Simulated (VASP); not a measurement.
# HfSi2 (Cmcm) in VASP: further runs, part 2 of 2

VASP 6.6.1. Earlier steps stand in the parts before.

### 3 Relaxation of cell and atoms, PBE

Input file INCAR:

```
  PREC = Accurate
  ENCUT = 500
  EDIFF = 1E-7
  ISMEAR = 0
  SIGMA = 0.1
  LREAL = False
  LASPH = True
  NELM = 120
  ALGO = Normal
  ISIF = 3
  LWAVE = False
  LCHARG = False
  GGA = PE
  IBRION = 2
  NSW = 100
  EDIFFG = -0.005
  GGA_COMPAT = False
  NELMIN = 4
```

Input file KPOINTS:

```
Automatic mesh
0
Gamma
  10 10 10
```

Input file POSCAR:

```
HfSi2
1.0
    1.8501392541     -7.2783947509      0.0000000000
    1.8501392541      7.2783947509      0.0000000000
    0.0000000000      0.0000000000      3.6540200966
Hf Si
2 4
Direct
    0.6049707113      0.3950292887      0.2500000000
    0.3950292887      0.6049707113      0.7500000000
    0.9453849173      0.0546150827      0.2500000000
    0.0546150827      0.9453849173      0.7500000000
    0.2499640651      0.7500359349      0.2500000000
    0.7500359349      0.2499640651      0.7500000000
```

Potentials or basis: VASP PAW PBE potentials, release 64 (Hf_pv, Si).

The run is started by

```
$ cat potpaw_PBE.64/Hf_pv/POTCAR potpaw_PBE.64/Si/POTCAR > POTCAR
$ mpirun -np 1 vasp_std > vasp.out
```

OUTCAR:

```text
PREC = Accurate
   ENCUT = 500
   EDIFF = 1E-7
   ISMEAR = 0
   LREAL = False
   LASPH = True
   NELM = 120
   ISIF = 3
   GGA = PE
   IBRION = 2
   NSW = 100
   EDIFFG = -0.005
   NELMIN = 4

 ion  position               nearest neighbor table
   1  0.605  0.395  0.250-   4 2.70   4 2.70   4 2.70   4 2.70   6 2.79   6 2.79   5 2.81   5 2.81
                             3 2.97   3 2.97   2 3.56   2 3.56
   2  0.395  0.605  0.750-   3 2.70   3 2.70   3 2.70   3 2.70   5 2.79   5 2.79   6 2.81   6 2.81
                             4 2.97   4 2.97   1 3.56   1 3.56
   3  0.945  0.055  0.250-   4 2.42   4 2.42   2 2.70   2 2.70   2 2.70   2 2.70   1 2.97   1 2.97

   4  0.055  0.945  0.750-   3 2.42   3 2.42   1 2.70   1 2.70   1 2.70   1 2.70   2 2.97   2 2.97

   5  0.250  0.750  0.250-   6 2.60   6 2.60   6 2.60   6 2.60   2 2.79   2 2.79   1 2.81   1 2.81

   6  0.750  0.250  0.750-   5 2.60   5 2.60   5 2.60   5 2.60   1 2.79   1 2.79   2 2.81   2 2.81

  LATTYP: Found a base centered orthorhombic cell.
 ALAT       =     3.7002785082
 B/A-ratio  =     3.9339713131
 C/A-ratio  =     0.9874986676

  Lattice vectors:

 A1 = (   1.8501392541,  -7.2783947509,   0.0000000000)
 A2 = (   1.8501392541,   7.2783947509,   0.0000000000)
 A3 = (   0.0000000000,   0.0000000000,   3.6540200966)

Analysis of symmetry for initial positions (statically):
=====================================================================
 Subroutine PRICEL returns:
 Original cell was already a primitive cell.

 Routine SETGRP: Setting up the symmetry group for a
 base centered orthorhombic supercell.

 Subroutine GETGRP returns: Found  8 space group operations
 (whereof  4 operations were pure point group operations)
 out of a pool of  8 trial point group operations.

The static configuration has the point symmetry C_2h.
 The point group associated with its full space group is D_2h.

Analysis of symmetry for dynamics (positions and initial velocities):
=====================================================================
 Subroutine PRICEL returns:
 Original cell was already a primitive cell.

 Routine SETGRP: Setting up the symmetry group for a
 base centered orthorhombic supercell.

 Subroutine GETGRP returns: Found  8 space group operations
 (whereof  4 operations were pure point group operations)
 out of a pool of  8 trial point group operations.

The dynamic configuration has the point symmetry C_2h.
 The point group associated with its full space group is D_2h.

 Subroutine INISYM returns: Found  8 space group operations
 (whereof  4 operations are pure point group operations),
 and found     1 'primitive' translations

----------------------------------------------------------------------------------------

                                     Primitive cell

  volume of cell :      98.4104

  direct lattice vectors                    reciprocal lattice vectors
     1.850139254 -7.278394751  0.000000000     0.270249928 -0.068696466  0.000000000
     1.850139254  7.278394751  0.000000000     0.270249928  0.068696466  0.000000000
     0.000000000  0.000000000  3.654020097     0.000000000  0.000000000  0.273671182

  length of vectors
     7.509863208  7.509863208  3.654020097     0.278844451  0.278844451  0.273671182

[... 69 lines left out ...]
 [... further k-points ...]
   k-points           NKPTS =    186   k-points in BZ     NKDIM =    186   number of bands    NBANDS=     22
   number of dos      NEDOS =    301   number of ions     NIONS =      6
   total plane-waves  NPLWV =  87808
   dimension x,y,z NGX =    56 NGY =   56 NGZ =   28
   dimension x,y,z NGXF=   112 NGYF=  112 NGZF=   56
   ions per type =               2   4
   NGX,Y,Z   is equivalent  to a cutoff of  12.40, 12.40, 12.74 a.u.
   NGXF,Y,Z  is equivalent  to a cutoff of  24.79, 24.79, 25.48 a.u.
 SYSTEM =  unknown system
   PREC   = accura    normal or accurate (medium, high low for compatibility)
   ISTART =      0    job   : 0-new  1-cont  2-samecut
   ICHARG =      2    charge: 1-file 2-atom 10-const
   ISPIN  =      1    spin polarized calculation?
   LNONCOLLINEAR =      F non collinear calculations
   LSORBIT =      F    spin-orbit coupling
   LASPH  =      T    aspherical Exc in radial PAW
   ENCUT  =  500.0 eV  36.75 Ry    6.06 a.u.  13.69 13.69  6.66*2*pi/ulx,y,z
   NELM   =    120;   NELMIN=  4; NELMDL= -5     # of ELM steps
   EDIFF  = 0.1E-06   stopping-criterion for ELM
   LREAL  =      F    real-space projection
   EDIFFG = -.5E-02   stopping-criterion for IOM
   NSW    =    100    number of steps for IOM
   IBRION =      2    ionic relax: 0-MD 1-quasi-New 2-CG
   NFREE  =      1    steps in history (QN), initial steepest desc. (CG)
   ISIF   =      3    stress and relaxation
   ISYM   =      2    0-nonsym 1-usesym 2-fastsym
   POTIM  = 0.5000    time-step for ionic-motion
   TEBEG  =    0.0;   TEEND  =   0.0 temperature during run
   PSTRESS=    0.0 pullay stress
   NELECT =      36.0000    total number of electrons
   NUPDOWN=      -1.0000    fix difference up-down
   EMIN   =  10.00;   EMAX   =-10.00  energy-range for DOS
   EFERMI =   0.00;   METHOD = LEGACY
   ISMEAR =     0;   SIGMA  =   0.10  broadening in eV -4-tet -1-fermi 0-gaus
   EFERMI_NEDOS =   21; number of points for ismear=-14 and -15
   IALGO  =     38    algorithm
   IMIX   =      4    mixing-type and parameters
     AMIX     =   0.40;   BMIX     =  1.00
     AMIX_MAG =   1.60;   BMIX_MAG =  1.00
  volume/ion in A,a.u.               =      16.40       110.68
  Fermi-wavevector in a.u.,A,eV,Ry     =   1.170834  2.212556 18.651579  1.370852
  Thomas-Fermi vector in A             =   2.307287
   LORBIT       =      0    0 simple, 1 ext, 2 COOP (PROOUT), +10 PAW based schemes
   GGA     = PE    functional components
   LHFCALC =     F    Hartree Fock is set to
   AEXX    =    0.0000 exact exchange contribution
   IVDW    =     0    specifies the selected vdW correction
   LEPSILON=     F    determine dielectric tensor
   LRPA    =     F    only Hartree local field effects (RPA)
 conjugate gradient relaxation of ions
 non-spin polarized calculation
 Gauss-broadening in eV      SIGMA  =   0.10
  energy-cutoff  :      500.00
  volume of cell :       98.41
 maximum number of plane-waves:      2523
   NGX = 27   NGY = 27   NGZ = 13

--------------------------------------- Ionic step        1  -------------------------------------------

 number of electron      35.9999997 magnetization

 Free energy of the ion-electron system (eV)
  ---------------------------------------------------
  ext. energy  EPLUGINS =         0.00000000
  ---------------------------------------------------
  free energy    TOTEN  =       -44.93365644 eV

  energy without entropy =      -44.92677642  energy(sigma->0) =      -44.93021643

------------------------ aborting loop because EDIFF is reached ----------------------------------------

  FORCE on cell =-STRESS in cart. coord.  units (eV):
  Direction    XX          YY          ZZ          XY          YZ          ZX
  --------------------------------------------------------------------------------------
  -------------------------------------------------------------------------------------
  Total       -0.5132069     -0.0240807      0.0664863      0.0000000      0.0000000      0.0000000
  in kB       -8.3553009     -0.3920480      1.0824353      0.0000000      0.0000000      0.0000000
  external PRESSURE =      -2.5549712 kB  Pullay stress =       0.0000000 kB
[... 227 lines left out ...]
--------------------------------------- Ionic step        7  -------------------------------------------

 number of electron      35.9999997 magnetization

 Free energy of the ion-electron system (eV)
  ---------------------------------------------------
  ext. energy  EPLUGINS =         0.00000000
  ---------------------------------------------------
  free energy    TOTEN  =       -44.93586470 eV

  energy without entropy =      -44.92892652  energy(sigma->0) =      -44.93239561

 E-fermi :   8.3222     XC(G=0): -11.3610

 val. band max:        8.3211858063   @ k =   0.2000   0.0000   0.4000
 cond. band min:       8.3233965245   @ k =   0.3000   0.2000   0.0000
 fundamental gap:      0.0022107183
 Fermi energy:         8.3222055685

 k-point     1 :       0.0000    0.0000    0.0000
  band No.  band energies     occupation
      1     -22.5219      2.00000
      2     -22.4364      2.00000
      3     -22.4211      2.00000
      4     -22.4063      2.00000
      5     -22.3900      2.00000
      6     -22.3617      2.00000
[... 589 lines left out ...]
     21       9.2231      0.00000
     22      10.2264      0.00000

 [... further k-points ...]

------------------------ aborting loop because EDIFF is reached ----------------------------------------

  FORCE on cell =-STRESS in cart. coord.  units (eV):
  Direction    XX          YY          ZZ          XY          YZ          ZX
  --------------------------------------------------------------------------------------
  -------------------------------------------------------------------------------------
  Total       -0.0098763      0.0080390     -0.0015457      0.0000000     -0.0000000      0.0000000
  in kB       -0.1609440      0.1310030     -0.0251889      0.0000000     -0.0000000      0.0000000
  external PRESSURE =      -0.0183767 kB  Pullay stress =       0.0000000 kB
[... 21 lines left out ...]
  FREE ENERGIE OF THE ION-ELECTRON SYSTEM (eV)
  ---------------------------------------------------
  free  energy   TOTEN  =       -44.9358646992 eV

  energy  without entropy=      -44.9289265163  energy(sigma->0) =      -44.93239561

 reached required accuracy - stopping structural energy minimisation
```

Wall time 33 min (1 thread of Intel Xeon Platinum 8259CL at 2.50GHz (Skylake/Cascade Lake), shared host); peak memory 0.53 GiB.

Results:

```
Free energy                            : -44.9359 eV
Relaxed volume                         : 16.39 Å³/atom
Relaxed cell                           : a = 7.527 Å, b = 7.527 Å, c = 3.658 Å, α = 90.00°, β = 90.00°, γ = 151.68°
Space group after relaxing (to 0.05 Å) : Cmcm (No. 63)
Energy gained by relaxing              : 0.4 meV/atom
Ionic steps                            : 7
Pressure after relaxing                : 0.0 GPa
Band gap on the k mesh                 : zero (band 18 reaches 8.82 eV, above the bottom of band 19 at 7.91 eV)
```

Forces on the atoms (eV/Å):
```
Hf   0.000  0.001  0.000
Hf   0.000 -0.001  0.000
Si   0.000 -0.001  0.000
Si   0.000  0.001  0.000
Si   0.000 -0.002  0.000
Si   0.000  0.002  0.000
```

The path:
| step | energy change (eV) | largest force (eV/Å) | pressure (GPa) | volume (Å³) |
| --- | --- | --- | --- | --- |
| 1 | 0.0000 | 0.0696 | -0.26 | 98.41 |
| 2 | -0.0015 | 0.0338 | 0.29 | 98.04 |
| 3 | -0.0015 | 0.0338 | 0.30 | 98.03 |
| 4 | -0.0020 | 0.0310 | -0.08 | 98.33 |
| 5 | -0.0020 | 0.0314 | -0.04 | 98.29 |
| 6 | -0.0022 | 0.0150 | -0.02 | 98.31 |
| 7 | -0.0022 | 0.0021 | 0.00 | 98.32 |

Final structure:
```cif
data_structure
_symmetry_space_group_name_H-M 'P 1'
_symmetry_Int_Tables_number 1
_cell_length_a 7.5271
_cell_length_b 7.5271
_cell_length_c 3.6579
_cell_angle_alpha 90.000
_cell_angle_beta 90.000
_cell_angle_gamma 151.679
_cell_volume 98.32
loop_
_atom_site_label
_atom_site_type_symbol
_atom_site_fract_x
_atom_site_fract_y
_atom_site_fract_z
_atom_site_occupancy
Hf1 Hf 0.60547 0.39453 0.25000 1
Hf2 Hf 0.39453 0.60547 0.75000 1
Si1 Si 0.94588 0.05412 0.25000 1
Si2 Si 0.05412 0.94588 0.75000 1
Si3 Si 0.24968 0.75032 0.25000 1
Si4 Si 0.75032 0.24968 0.75000 1
```

Levels at points of the mesh, in eV from the Fermi level:
```tsv
k point	band 14	band 15	band 16	band 17	band 18	band 19	band 20	band 21	band 22
(0.00, 0.00, 0.00)	-2.64	-2.54	-2.54	-2.53	-0.09	1.20	1.33	1.67	1.87
(0.50, 0.00, 0.00)	-2.71	-1.97	-1.58	-0.86	-0.51	-0.41	0.81	0.83	2.10
(0.50, 0.50, 0.00)	-2.83	-2.80	-2.13	-1.60	0.33	1.22	1.34	1.54	1.94
(0.00, 0.00, 0.50)	-2.53	-1.96	-1.96	-0.09	-0.09	0.06	0.06	1.65	1.65
(0.50, 0.00, 0.50)	-4.18	-3.51	-3.51	-2.41	-2.41	1.89	1.89	2.74	2.74
(0.50, 0.50, 0.50)	-3.26	-2.29	-2.29	-0.95	-0.95	0.02	0.02	2.42	2.42
```

Caveat: spin-orbit coupling is left out, which moves the levels of the heavy elements.
